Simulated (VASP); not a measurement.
# BaTiO3 (R3m) in VASP: a series of runs, part 2 of 2

VASP 6.6.1.

### 5 Single point, r2SCAN

This run uses another cell than the first one, of 11.87 Å³/atom.

File POSCAR:

```
BaTiO3
1.0
    2.7583354420      1.5925257099      2.2521880181
   -2.7583354420      1.5925257099      2.2521880181
    0.0000000000     -3.1850514199      2.2521880180
Ba Ti O
1 1 3
Direct
   -0.0057276775     -0.0057276775     -0.0057276775
    0.4943979696      0.4943979696      0.4943979696
    0.4941569943      0.9941167192      0.4941569943
    0.4941569943      0.4941569943      0.9941167192
    0.9941167192      0.4941569943      0.4941569943
```

File INCAR.step1:

```
SYSTEM = BaTiO3
PREC = Accurate ; ENCUT = 520
ISMEAR = 0 ; SIGMA = 0.02
LREAL = .FALSE. ; LASPH = .TRUE.
NELM = 80 ; NBANDS = 28
GGA = PE ; ALGO = Normal
EDIFF = 1E-4 ; LWAVE = .TRUE.
LCHARG = .FALSE.
```

File INCAR.step2:

```
SYSTEM = BaTiO3
PREC = Accurate ; ENCUT = 520
EDIFF = 1E-6 ; ISMEAR = 0
SIGMA = 0.02 ; LREAL = .FALSE.
LASPH = .TRUE. ; NELM = 80
ALGO = Normal ; ISIF = 2
LWAVE = .FALSE. ; LCHARG = .FALSE.
METAGGA = R2SCAN ; LMIXTAU = .TRUE.
NBANDS = 28 ; ISTART = 1
```

File KPOINTS:

```
regular mesh
0
G
  6 6 6
  0 0 0
```

Potentials or basis: VASP PAW PBE potentials, release 64 (Ba_sv, Ti_sv, O).

Started as:

```console
> cat potpaw_PBE.64/Ba_sv/POTCAR potpaw_PBE.64/Ti_sv/POTCAR potpaw_PBE.64/O/POTCAR > POTCAR
> cp INCAR.step1 INCAR
> mpirun -np 1 vasp_std > vasp.out
> cp INCAR.step2 INCAR
> mpirun -np 1 vasp_std > vasp.out
```

OUTCAR:

```text
SYSTEM = BaTiO3
   PREC = Accurate
   ENCUT = 520
   EDIFF = 1E-6
   ISMEAR = 0
   LREAL = .FALSE.
   LASPH = .TRUE.
   NELM = 80
   ISIF = 2
   METAGGA = R2SCAN
   ISTART = 1

 ion  position               nearest neighbor table
   1  0.994  0.994  0.994-   3 2.76   5 2.76   4 2.76   3 2.76   5 2.76   5 2.76   3 2.76   4 2.76
                             4 2.76   5 2.76   3 2.76   4 2.76   2 3.38   2 3.38   2 3.38   2 3.38
   2  0.494  0.494  0.494-   4 1.95   3 1.95   5 1.95   4 1.95   3 1.95   5 1.95   1 3.38   1 3.38
                             1 3.38   1 3.38   1 3.38   1 3.38   1 3.38   1 3.38
   3  0.494  0.994  0.494-   2 1.95   2 1.95   1 2.76   1 2.76   1 2.76   1 2.76
   4  0.494  0.494  0.994-   2 1.95   2 1.95   1 2.76   1 2.76   1 2.76   1 2.76
   5  0.994  0.494  0.494-   2 1.95   2 1.95   1 2.76   1 2.76   1 2.76   1 2.76

  LATTYP: Found a simple cubic cell.
 ALAT       =     3.9008849530

  Lattice vectors:

 A1 = (   2.7583354420,   1.5925257099,   2.2521880181)
 A2 = (  -2.7583354420,   1.5925257099,   2.2521880181)
 A3 = (   0.0000000000,  -3.1850514199,   2.2521880180)

Analysis of symmetry for initial positions (statically):
[... 182 lines left out ...]
 val. band max:        4.1487671972   @ k =   0.5000   0.5000   0.5000
 cond. band min:       6.4614456231   @ k =   0.0000   0.0000   0.0000
 fundamental gap:      2.3126784259
 Fermi energy:         4.3483454071

 k-point     1 :       0.0000    0.0000    0.0000
  band No.  band energies     occupation
      1     -54.3637      2.00000
      2     -29.5730      2.00000
      3     -29.5729      2.00000
      4     -29.5729      2.00000
      5     -21.1711      2.00000
      6     -13.8651      2.00000
[... 733 lines left out ...]
     27      13.3897      0.00000
     28      13.9541      0.00000

 [... further k-points ...]

------------------------ aborting loop because EDIFF is reached ----------------------------------------

  FORCE on cell =-STRESS in cart. coord.  units (eV):
  Direction    XX          YY          ZZ          XY          YZ          ZX
  --------------------------------------------------------------------------------------
  -------------------------------------------------------------------------------------
  Total        6.5259442      6.5259442      6.5239318      0.0000000      0.0000000      0.0000000
  in kB      176.1426441    176.1426441    176.0883280      0.0000000      0.0000000      0.0000000
  external PRESSURE =     176.1245387 kB  Pullay stress =       0.0000000 kB

 VOLUME and BASIS-vectors are now :
 -----------------------------------------------------------------------------
  energy-cutoff  :      520.00
  volume of cell :       59.36
      direct lattice vectors                 reciprocal lattice vectors
     2.758335442  1.592525710  2.252188018     0.181268744  0.104655558  0.148004221
    -2.758335442  1.592525710  2.252188018    -0.181268744  0.104655558  0.148004221
     0.000000000 -3.185051420  2.252188018     0.000000000 -0.209311116  0.148004221

 POSITION                                       TOTAL-FORCE (eV/Angst)
 -----------------------------------------------------------------------------------
      0.00000     -0.00000      6.71786        -0.000000      0.000000     -0.006259
      0.00000     -0.00000      3.34043        -0.000000     -0.000000      0.005183
     -1.37906      0.79620      4.46481        -0.004755      0.002745      0.000359
      0.00000     -1.59240      4.46481        -0.000000     -0.005491      0.000359
      1.37906      0.79620      4.46481         0.004755      0.002745      0.000359
 -----------------------------------------------------------------------------------
    total drift:                                0.000000      0.000006      0.016857

  FREE ENERGIE OF THE ION-ELECTRON SYSTEM (eV)
  ---------------------------------------------------
  free  energy   TOTEN  =       -73.9702413326 eV

  energy  without entropy=      -73.9702413326  energy(sigma->0) =      -73.97024133
```

OUTCAR.step1:

```text
SYSTEM = BaTiO3
   PREC = Accurate
   ENCUT = 520
   ISMEAR = 0
   LREAL = .FALSE.
   LASPH = .TRUE.
[... 979 lines left out ...]
     -1.37906      0.79620      4.46481        -0.001159      0.000669      0.000713
      0.00000     -1.59240      4.46481        -0.000000     -0.001338      0.000713
      1.37906      0.79620      4.46481         0.001159      0.000669      0.000713
 -----------------------------------------------------------------------------------
    total drift:                                0.000000      0.000006      0.000790

  FREE ENERGIE OF THE ION-ELECTRON SYSTEM (eV)
  ---------------------------------------------------
  free  energy   TOTEN  =       -39.6183279879 eV

  energy  without entropy=      -39.6183279879  energy(sigma->0) =      -39.61832799
```

OSZICAR.step1:

```text
N       E                     dE             d eps       ncg     rms          rms(c)
DAV:   1     0.444699507296E+03    0.44470E+03   -0.20989E+04  1792   0.157E+03
DAV:   2    -0.442427779333E+01   -0.44912E+03   -0.42729E+03  2068   0.440E+02
DAV:   3    -0.481481819436E+02   -0.43724E+02   -0.43351E+02  2472   0.136E+02
DAV:   4    -0.502631025942E+02   -0.21149E+01   -0.21105E+01  2704   0.250E+01
DAV:   5    -0.503163495601E+02   -0.53247E-01   -0.53239E-01  2368   0.318E+00    0.249E+01
DAV:   6    -0.396397845470E+02    0.10677E+02   -0.53160E+01  2492   0.695E+01    0.984E+00
DAV:   7    -0.396919811420E+02   -0.52197E-01   -0.78824E+00  2272   0.208E+01    0.732E+00
DAV:   8    -0.396013443535E+02    0.90637E-01   -0.74355E-01  2168   0.812E+00    0.284E+00
DAV:   9    -0.396311034210E+02   -0.29759E-01   -0.18118E-01  2240   0.283E+00    0.107E+00
DAV:  10    -0.396190346929E+02    0.12069E-01   -0.74197E-02  2192   0.252E+00    0.293E-01
DAV:  11    -0.396184173850E+02    0.61731E-03   -0.44162E-03  2744   0.549E-01    0.503E-02
DAV:  12    -0.396183279879E+02    0.89397E-04   -0.70741E-04  1980   0.293E-01
   1 F= -.39618328E+02 E0= -.39618328E+02  d E =-.168066E-33
```

It took 2.8 min on 1 thread of Intel Xeon 8259CL, shared host; peak memory 0.2 GiB.

Results:

- Free energy: -73.9702 eV
- Pressure: 17.6 GPa
- Largest force: 0.006 eV/Å
- Band gap on the k mesh: 2.31 eV (least direct gap 2.39 eV)

Forces in eV/Å, atoms in the order of the input:
```
Ba   0.000  0.000 -0.006
Ti   0.000  0.000  0.005
O   -0.005  0.003  0.000
O    0.000 -0.005  0.000
O    0.005  0.003  0.000
```

Levels at points of the mesh, in eV from the valence-band top:
```
           k point  band 16  band 17  band 18  band 19  band 20  band 21  band 22  band 23  band 24  band 25
(0.00, 0.00, 0.00)    -1.26    -1.26    -0.07    -0.07    -0.07     2.31     2.31     2.31     4.74     4.74
(0.50, 0.00, 0.00)    -2.03    -1.91    -1.91    -0.74    -0.74     2.50     4.28     4.28     4.77     7.12
(0.50, 0.50, 0.00)    -2.97    -1.74    -0.83    -0.83    -0.10     4.29     4.29     4.77     5.79     8.99
(0.50, 0.50, 0.50)    -2.36    -2.36     0.00     0.00     0.00     5.08     5.08     5.08     7.79     7.79
```

Caveat: the cell stands under pressure; the PAW data sets were made with another functional, which shifts forces and pressure a little; spin-orbit coupling is left out, which moves the levels of the heavy elements. A k mesh can miss the band edges.

### 6 Single point, r2SCAN

This run uses another cell than the first one, of 11.87 Å³/atom.

POSCAR is that of step 5.

File INCAR.step1:

```
PREC     = Accurate       # precision mode
ENCUT    = 520            # plane-wave cutoff, eV
ISMEAR   = 0              # smearing method
SIGMA    = 0.02           # smearing width, eV
LREAL    = F              # projectors in reciprocal space
LASPH    = T              # aspherical terms in the spheres
NELM     = 60             # most SCF steps
NBANDS   = 28             # bands
GGA      = PE             # functional
ALGO     = Normal         # electronic algorithm
EDIFF    = 1E-4           # SCF threshold, eV
LWAVE    = T              # write WAVECAR
LCHARG   = F              # write CHGCAR
```

File INCAR.step2:

```
PREC     = Accurate       # precision mode
ENCUT    = 520            # plane-wave cutoff, eV
EDIFF    = 1E-6           # SCF threshold, eV
ISMEAR   = 0              # smearing method
SIGMA    = 0.02           # smearing width, eV
LREAL    = F              # projectors in reciprocal space
LASPH    = T              # aspherical terms in the spheres
NELM     = 60             # most SCF steps
ALGO     = Normal         # electronic algorithm
ISIF     = 2              # what is computed and relaxed
LWAVE    = F              # write WAVECAR
LCHARG   = F              # write CHGCAR
METAGGA  = R2SCAN         # meta-GGA
LMIXTAU  = T            
NBANDS   = 28             # bands
ISTART   = 1
```

File KPOINTS:

```
Automatic mesh
0
Gamma
  6 6 6
```

Potentials or basis: VASP PAW PBE potentials, release 64 (Ba_sv, Ti_sv, O).

Started as:

```console
> cat potpaw_PBE.64/Ba_sv/POTCAR potpaw_PBE.64/Ti_sv/POTCAR potpaw_PBE.64/O/POTCAR > POTCAR
> cp INCAR.step1 INCAR
> mpirun -np 1 vasp_std > vasp.out
> cp INCAR.step2 INCAR
> mpirun -np 1 vasp_std > vasp.out
```

Wall time 2.8 min (1 thread of Intel Xeon 8259CL, shared host); peak memory 0.21 GiB.

It converged, with:

* Free energy: -73.9702 eV
* Pressure: 17.6 GPa
* Largest force: 0.006 eV/Å
* Band gap on the k mesh: 2.31 eV (least direct gap 2.39 eV)

Forces on the atoms (eV/Å):
```
Ba   0.000  0.000 -0.006
Ti   0.000  0.000  0.005
O   -0.005  0.003  0.000
O    0.000 -0.005  0.000
O    0.005  0.003  0.000
```

Levels at points of the mesh, in eV from the valence-band top:
```
           k point  band 17  band 18  band 19  band 20  band 21  band 22  band 23  band 24
(0.00, 0.00, 0.00)    -1.26    -0.07    -0.07    -0.07     2.31     2.31     2.31     4.74
(0.50, 0.00, 0.00)    -1.91    -1.91    -0.74    -0.74     2.50     4.28     4.28     4.77
(0.50, 0.50, 0.00)    -1.74    -0.83    -0.83    -0.10     4.29     4.29     4.77     5.79
(0.50, 0.50, 0.50)    -2.36     0.00     0.00     0.00     5.08     5.08     5.08     7.79
```

Caveat: the cell stands under pressure; the PAW data sets were made with another functional, which shifts forces and pressure a little; spin-orbit coupling is left out, which moves the levels of the heavy elements. A k mesh can miss the band edges.

### 7 Summary

```csv
task,cell,cutoff (eV),gap on the mesh (eV),pressure (GPa),largest force (eV/Å)
single point,"a = 4.024 Å, angles 89.8°, 5 atoms, atomic positions A",520,2.85,1.9,0.18
relaxation of cell and atoms,"relaxed from a = 4.034 Å, angles 89.8°, 5 atoms, atomic positions B",600,2.76,0.0,-
single point,"a = 3.901 Å, 5 atoms, atomic positions C",520,2.31,17.6,0.01
```

Alike in all rows: level r2SCAN; potentials or basis VASP PAW PBE potentials, release 64 (Ba_sv, Ti_sv, O); no spin polarisation; k mesh 6 × 6 × 6; smearing gaussian 0.02 eV.

Caveats: the PAW data sets were made with another functional, which shifts forces and pressure a little; spin-orbit coupling is left out, which moves the levels of the heavy elements; the cell stands under pressure (at least some runs).

Total energies depend on the potentials used, so only differences within one code and one set of settings carry meaning.
